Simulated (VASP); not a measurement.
# Yb (Im-3m) in VASP: notebook, part 2 of 2

VASP 6.6.1. Earlier steps stand in the parts before.

**6. Single point, PBE (volume scaled by 1.08)**

Contents of INCAR:

```
PREC     = Accurate       # precision mode
ENCUT    = 520            # plane-wave cutoff, eV
EDIFF    = 1E-7           # SCF threshold, eV
ISMEAR   = -1             # smearing method
SIGMA    = 0.1            # smearing width, eV
LREAL    = F              # projectors in reciprocal space
LASPH    = T              # aspherical terms in the spheres
NELM     = 100            # most SCF steps
ALGO     = Normal         # electronic algorithm
ISIF     = 2              # what is computed and relaxed
LWAVE    = F              # write WAVECAR
LCHARG   = F              # write CHGCAR
GGA      = PE             # functional
NBANDS   = 18             # bands
```

Contents of KPOINTS:

```
regular mesh
0
Gamma
  12 12 12
```

Contents of POSCAR:

```
Yb
1.0
   -2.1076123049      2.1076123049      2.1076123049
    2.1076123049     -2.1076123049      2.1076123049
    2.1076123049      2.1076123049     -2.1076123049
Yb
1
Direct
    0.0000000000      0.0000000000      0.0000000000
```

Potentials or basis: VASP PAW PBE potentials, release 64 (Yb).

Command:

```console
$ cat potpaw_PBE.64/Yb/POTCAR > POTCAR
$ mpirun -np 1 vasp_std > vasp.out
```

OUTCAR:

```text
PREC = Accurate
   ENCUT = 520
   EDIFF = 1E-7
   ISMEAR = -1
   LREAL = F
   LASPH = T
   NELM = 100
   ISIF = 2
   GGA = PE

 ion  position               nearest neighbor table
   1  0.000  0.000  0.000-

  LATTYP: Found a body centered cubic cell.
 ALAT       =     4.2152246098

  Lattice vectors:

 A1 = (  -2.1076123049,   2.1076123049,   2.1076123049)
 A2 = (   2.1076123049,  -2.1076123049,   2.1076123049)
 A3 = (   2.1076123049,   2.1076123049,  -2.1076123049)

Analysis of symmetry for initial positions (statically):
=====================================================================
 Subroutine PRICEL returns:
 Original cell was already a primitive cell.

 Routine SETGRP: Setting up the symmetry group for a
 body centered cubic supercell.

 Subroutine GETGRP returns: Found 48 space group operations
 (whereof 48 operations were pure point group operations)
 out of a pool of 48 trial point group operations.

The static configuration has the point symmetry O_h .

Analysis of symmetry for dynamics (positions and initial velocities):
=====================================================================
 Subroutine PRICEL returns:
 Original cell was already a primitive cell.

 Routine SETGRP: Setting up the symmetry group for a
 body centered cubic supercell.

 Subroutine GETGRP returns: Found 48 space group operations
 (whereof 48 operations were pure point group operations)
 out of a pool of 48 trial point group operations.

The dynamic configuration has the point symmetry O_h .

 Subroutine INISYM returns: Found 48 space group operations
 (whereof 48 operations are pure point group operations),
 and found     1 'primitive' translations

----------------------------------------------------------------------------------------

                                     Primitive cell

  volume of cell :      37.4483

  direct lattice vectors                    reciprocal lattice vectors
    -2.107612305  2.107612305  2.107612305     0.000000000  0.237235282  0.237235282
     2.107612305 -2.107612305  2.107612305     0.237235282  0.000000000  0.237235282
     2.107612305  2.107612305 -2.107612305     0.237235282  0.237235282  0.000000000

  length of vectors
     3.650491595  3.650491595  3.650491595     0.335501354  0.335501354  0.335501354

  position of ions in fractional coordinates (direct lattice)
     0.000000000  0.000000000  0.000000000

  ion indices of the primitive-cell ions
   primitive index   ion index
                 1           1

----------------------------------------------------------------------------------------

 KPOINTS: regular mesh

Automatic generation of k-mesh.
 Grid dimensions read from file:
 generate k-points for:   12   12   12

 Generating k-lattice:

  Cartesian coordinates                     Fractional coordinates (reciprocal lattice)
     0.000000000  0.019769607  0.019769607     0.083333333  0.000000000  0.000000000
     0.019769607  0.000000000  0.019769607     0.000000000  0.083333333  0.000000000
     0.019769607  0.019769607  0.000000000     0.000000000  0.000000000  0.083333333

  Length of vectors
     0.027958446  0.027958446  0.027958446

  Shift w.r.t. Gamma in fractional coordinates (k-lattice)
     0.000000000  0.000000000  0.000000000

 Subroutine IBZKPT returns following result:
 ===========================================

 Found     72 irreducible k-points:

 Following reciprocal coordinates:
            Coordinates               Weight
  0.000000  0.000000  0.000000      1.000000
  0.083333  0.000000  0.000000     12.000000
  0.166667  0.000000  0.000000     12.000000
  0.250000  0.000000  0.000000     12.000000
  0.333333  0.000000  0.000000     12.000000
  0.416667  0.000000  0.000000     12.000000
[... 16 lines left out ...]
  0.333333  0.083333  0.083333     24.000000
  0.416667  0.083333  0.083333     12.000000
 [... further k-points ...]
   k-points           NKPTS =     72   k-points in BZ     NKDIM =     72   number of bands    NBANDS=     18
   number of dos      NEDOS =    301   number of ions     NIONS =      1
   total plane-waves  NPLWV =  21952
   dimension x,y,z NGX =    28 NGY =   28 NGZ =   28
   dimension x,y,z NGXF=    56 NGYF=   56 NGZF=   56
   ions per type =               1
   NGX,Y,Z   is equivalent  to a cutoff of  12.75, 12.75, 12.75 a.u.
   NGXF,Y,Z  is equivalent  to a cutoff of  25.50, 25.50, 25.50 a.u.
 SYSTEM =  unknown system
   PREC   = accura    normal or accurate (medium, high low for compatibility)
   ISTART =      0    job   : 0-new  1-cont  2-samecut
   ICHARG =      2    charge: 1-file 2-atom 10-const
   ISPIN  =      1    spin polarized calculation?
   LNONCOLLINEAR =      F non collinear calculations
   LSORBIT =      F    spin-orbit coupling
   LASPH  =      T    aspherical Exc in radial PAW
   ENCUT  =  520.0 eV  38.22 Ry    6.18 a.u.   6.79  6.79  6.79*2*pi/ulx,y,z
   NELM   =    100;   NELMIN=  2; NELMDL= -5     # of ELM steps
   EDIFF  = 0.1E-06   stopping-criterion for ELM
   LREAL  =      F    real-space projection
   EDIFFG = 0.1E-05   stopping-criterion for IOM
   NSW    =      0    number of steps for IOM
   IBRION =     -1    ionic relax: 0-MD 1-quasi-New 2-CG
   NFREE  =      0    steps in history (QN), initial steepest desc. (CG)
   ISIF   =      2    stress and relaxation
   ISYM   =      2    0-nonsym 1-usesym 2-fastsym
   POTIM  = 0.5000    time-step for ionic-motion
   TEBEG  =    0.0;   TEEND  =   0.0 temperature during run
   PSTRESS=    0.0 pullay stress
   NELECT =      24.0000    total number of electrons
   NUPDOWN=      -1.0000    fix difference up-down
   EMIN   =  10.00;   EMAX   =-10.00  energy-range for DOS
   EFERMI =   0.00;   METHOD = LEGACY
   ISMEAR =    -1;   SIGMA  =   0.10  broadening in eV -4-tet -1-fermi 0-gaus
   EFERMI_NEDOS =   21; number of points for ismear=-14 and -15
   IALGO  =     38    algorithm
   IMIX   =      4    mixing-type and parameters
     AMIX     =   0.40;   BMIX     =  1.00
     AMIX_MAG =   1.60;   BMIX_MAG =  1.00
  volume/ion in A,a.u.               =      37.45       252.71
  Fermi-wavevector in a.u.,A,eV,Ry     =   1.411458  2.667268 27.105700  1.992213
  Thomas-Fermi vector in A             =   2.533307
   LORBIT       =      0    0 simple, 1 ext, 2 COOP (PROOUT), +10 PAW based schemes
   GGA     = PE    functional components
   LHFCALC =     F    Hartree Fock is set to
   AEXX    =    0.0000 exact exchange contribution
   IVDW    =     0    specifies the selected vdW correction
   LEPSILON=     F    determine dielectric tensor
   LRPA    =     F    only Hartree local field effects (RPA)
 non-spin polarized calculation
  energy-cutoff  :      520.00
  volume of cell :       37.45
 maximum number of plane-waves:      1048
   NGX = 13   NGY = 13   NGZ = 13

 number of electron      24.0000008 magnetization

 Free energy of the ion-electron system (eV)
  ---------------------------------------------------
  ext. energy  EPLUGINS =         0.00000000
  ---------------------------------------------------
  free energy    TOTEN  =        -3.59481677 eV

  energy without entropy =       -3.50828221  energy(sigma->0) =       -3.55154949

 E-fermi :   1.4748     XC(G=0):  -9.2696

 val. band max:        1.4561637599   @ k =   0.5000   0.5000   0.2500
 cond. band min:       1.5244590743   @ k =  -0.4167  -0.4167   0.1667
 fundamental gap:      0.0682953143
 Fermi energy:         1.4747621903

 k-point     1 :       0.0000    0.0000    0.0000
  band No.  band energies     occupation
      1     -50.3955      2.00000
      2     -22.5881      2.00000
      3     -22.5881      2.00000
      4     -22.5881      2.00000
      5      -3.6159      2.00000
      6       0.9008      1.99359
[... 10 lines left out ...]
     17       6.1134      0.00000
     18      11.9941      0.00000

 k-point     2 :       0.0833    0.0000    0.0000
  band No.  band energies     occupation
      1     -50.3945      2.00000
      2     -22.6087      2.00000
      3     -22.5948      2.00000
      4     -22.5881      2.00000
      5      -3.4525      2.00000
      6       0.9017      1.99353
[... 10 lines left out ...]
     17       6.1120      0.00000
     18      12.1618      0.00000
[... 442 lines left out ...]
 k-point    24 :       0.4167    0.0833    0.0833
  band No.  band energies     occupation
      1     -50.3804      2.00000
      2     -22.8632      2.00000
      3     -22.6988      2.00000
      4     -22.6073      2.00000
      5       0.1393      2.00000
      6       0.9115      1.99287
[... 10 lines left out ...]
     17       8.0413      0.00000
     18       8.8253      0.00000

 [... further k-points ...]
[... 5 lines left out ...]
  --------------------------------------------------------------------------------------
  -------------------------------------------------------------------------------------
  Total       -0.3656987     -0.3656987     -0.3656987      0.0000000     -0.0000000      0.0000000
  in kB      -15.6459475    -15.6459475    -15.6459475      0.0000000     -0.0000000      0.0000000
  external PRESSURE =     -15.6459475 kB  Pullay stress =       0.0000000 kB

 VOLUME and BASIS-vectors are now :
 -----------------------------------------------------------------------------
  energy-cutoff  :      520.00
  volume of cell :       37.45
      direct lattice vectors                 reciprocal lattice vectors
    -2.107612305  2.107612305  2.107612305     0.000000000  0.237235282  0.237235282
     2.107612305 -2.107612305  2.107612305     0.237235282  0.000000000  0.237235282
     2.107612305  2.107612305 -2.107612305     0.237235282  0.237235282  0.000000000

 POSITION                                       TOTAL-FORCE (eV/Angst)
 -----------------------------------------------------------------------------------
      0.00000      0.00000      0.00000         0.000000      0.000000      0.000000
 -----------------------------------------------------------------------------------
    total drift:                                0.000000      0.000000      0.000000

  FREE ENERGIE OF THE ION-ELECTRON SYSTEM (eV)
  ---------------------------------------------------
  free  energy   TOTEN  =        -3.5948167749 eV

  energy  without entropy=       -3.5082822123  energy(sigma->0) =       -3.55154949
```

Run time: 3.7 min. Hardware: 1 thread of AMD EPYC 7R43 (Zen 3), shared host; peak memory 0.16 GiB.

Results:

| Item | Value |
| --- | --- |
| Free energy | -3.5948 eV |
| Pressure | -1.6 GPa |
| Band gap on the k mesh | zero (band 12 reaches 1.81 eV, above the bottom of band 13 at 1.02 eV) |

Levels at points of the mesh, in eV from the Fermi level:
| k point | band 9 | band 10 | band 11 | band 12 | band 13 | band 14 | band 15 | band 16 |
| --- | --- | --- | --- | --- | --- | --- | --- | --- |
| (0.00, 0.00, 0.00) | -0.46 | -0.46 | -0.46 | -0.43 | 2.81 | 2.81 | 2.81 | 4.64 |
| (0.50, 0.00, 0.00) | -0.49 | -0.48 | -0.47 | -0.45 | 0.46 | 1.27 | 4.34 | 5.33 |
| (0.50, 0.50, 0.50) | -0.48 | -0.48 | -0.45 | -0.45 | -0.45 | 4.90 | 4.90 | 4.90 |

Caveat: spin-orbit coupling is left out, which moves the levels of the heavy elements. Spin polarisation is off, so any magnetic state and its effect on volume and gap are missing.

**7. Summary**

```tsv
cell	gap on the mesh (eV)	pressure (GPa)
a = 3.461 Å, angles 109.5°, 1 atom	none	2.4
a = 3.510 Å, angles 109.5°, 1 atom	none	-0.3
a = 3.558 Å, angles 109.5°, 1 atom	none	-1.8
a = 3.605 Å, angles 109.5°, 1 atom	none	-0.7
a = 3.650 Å, angles 109.5°, 1 atom	none	-1.6
```

Alike in all rows: task single point; level PBE; potentials or basis VASP PAW PBE potentials, release 64 (Yb); no spin polarisation; k mesh 12 × 12 × 12; cutoff (eV) 520; smearing fermi-dirac 0.1 eV.

Caveats: spin-orbit coupling is left out, which moves the levels of the heavy elements.

Absolute energies hang on the potentials; compare differences alone.
